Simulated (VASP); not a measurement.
Wanted: the native input for a VASP 6.6.1 run.

- Task: single point
- Functional: LDA
- Potentials or basis: VASP PAW LDA potentials, release 64 (Ag)
- Cutoff: 500 eV
- k mesh: 19 × 19 × 19
- Occupations: fermi-dirac, width 0.05 eV
- Spin: no spin polarisation
- Dipole correction: no
- Further INCAR settings: ALGO = Normal; EDIFF = 1e-06; NBANDS = 12

The structure of Ag lies in POSCAR:

```
Ag
1.0
    0.0000000000      1.6901283323      1.6901283323
    1.6901283323      0.0000000000      1.6901283323
    1.6901283323      1.6901283323      0.0000000000
Ag
1
Direct
    0.0000000000      0.0000000000      0.0000000000
```

One way to write it, as run:

INCAR

```
SYSTEM = Ag
PREC = Accurate ; ENCUT = 500
EDIFF = 1E-6 ; ISMEAR = -1
SIGMA = 0.05 ; LREAL = .FALSE.
LASPH = .TRUE. ; NELM = 120
ALGO = Normal ; ISIF = 2
LWAVE = .FALSE. ; LCHARG = .FALSE.
GGA = CA ; NBANDS = 12
GGA_COMPAT = .FALSE.
```

KPOINTS

```
regular mesh
0
G
  19 19 19
  0 0 0
```

Potentials or basis: VASP PAW LDA potentials, release 64 (Ag).

The run is started by

```bash
$ cat potpaw_LDA.64/Ag/POTCAR > POTCAR
$ mpirun -np 1 vasp_std > vasp.out
```

Results of the run:

```yaml
Pressure: 282.3 GPa
Band_gap_on_the_k_mesh: zero (an odd number of electrons rules out a gap without spin polarisation)
```

Caveat: the cell stands under pressure.

It took 18 s on 1 thread of AMD EPYC 7R43 64-Core Processor (Zen 3), on a shared host, peak memory 0.1 GiB.
